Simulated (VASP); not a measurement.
TaN:

```
CELL_PARAMETERS angstrom
0.00000 2.17900 2.17900
2.17900 0.00000 2.17900
2.17900 2.17900 0.00000
ATOMIC_POSITIONS crystal
Ta 0.50000 0.50000 0.50000
N 0.00000 0.00000 0.00000
```

Base run:

| Quantity | Value |
| --- | --- |
| Program | VASP 6.6.1 |
| Functional | BLYP |
| Potentials or basis | VASP PAW PBE potentials, release 64 (Ta_sv_GW, N) |
| Cutoff | 700 eV |
| k mesh | 12 × 12 × 12 |
| Occupations | fermi-dirac, width 0.1 eV |
| Spin | no spin polarisation |

Its results: band gap on the k mesh zero (bands 9 and 10 overlap by 4.06 eV); pressure 28.2 GPa.

Question: The run is repeated on the same cell with these changes: functional from BLYP to PBEsol. What comes out?

Answer: Band gap on the k mesh zero (bands 9 and 10 overlap by 4.20 eV); pressure 4.6 GPa.

PBEsol binds more tightly than BLYP, so the same cell stands under less pressure.

Caveats: the cell stands under pressure; the PAW data sets were made with another functional, which shifts forces and pressure a little; spin-orbit coupling is left out, which moves the levels of the heavy elements.
